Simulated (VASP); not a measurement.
The system is Sr3Zn2H.

```
Sr Zn H
1.0
     6.18227    0.00000    0.00000
     0.00000    6.18227    0.00000
     0.00000    0.00000    3.86400
Sr Zn H
3 2 1
Direct
  0.00000 0.50000 0.00000
  0.50000 0.00000 0.00000
  0.00000 0.00000 0.00000
  0.50000 0.50000 0.50000
  0.50000 0.50000 0.00000
  0.00000 0.00000 0.50000
```

The cell was built from a structure type or drawn by symmetry, and may not be a known phase.

| Property | Result |
| --- | --- |
| Program | VASP 6.6.1 |
| Task | relaxation of cell and atoms |
| Functional | PBE |
| Potentials or basis | VASP PAW PBE potentials, release 64 (Sr_sv, Zn, H) |
| Cutoff | 600 eV |
| k mesh | 4 × 4 × 4 |
| Occupations | gaussian, width 0.1 eV |
| Spin | no spin polarisation |

At the start: pressure 18.0 GPa; volume 24.61 Å³/atom.

**Question.** How do energy, volume and symmetry change on relaxing?

**Answer.** Over 11 steps the energy falls by 595.3 meV/atom and the volume is 38.91 Å³/atom (+58.1 %); space group P4/mmm (No. 123, to 0.1 Å) before and after.

Step by step:
```tsv
step	energy change (eV)	largest force (eV/Å)	pressure (GPa)	volume (Å³)
1	0.0000	0.0000	17.96	147.68
2	-2.9323	0.0000	0.09	211.34
3	-3.1311	0.0000	2.59	188.16
4	-3.1427	0.0000	1.95	192.48
5	-3.1426	0.0000	2.07	191.53
6	-3.3882	0.0000	1.08	204.53
7	-3.5503	0.0000	0.16	225.08
8	-3.5701	0.0000	-0.09	234.21
9	-3.5707	0.0000	-0.15	236.30
10	-3.5706	0.0000	-0.13	235.36
11	-3.5720	0.0000	0.07	233.47
```

Final structure:
```
Sr Zn H
1.0
     7.10603    0.00000    0.00000
     0.00000    7.10603    0.00000
     0.00000    0.00000    4.62358
Sr Zn H
3 2 1
Direct
  0.00000 0.50000 0.00000
  0.50000 0.00000 0.00000
  0.00000 0.00000 0.00000
  0.50000 0.50000 0.50000
  0.50000 0.50000 0.00000
  0.00000 0.00000 0.50000
```

Caveat: the k points lie up to 0.34 Å⁻¹ apart in the final cell, too coarse for converged energies and pressures of a metal; the volume moved by over 15 % at a fixed basis, so the end points are rough.
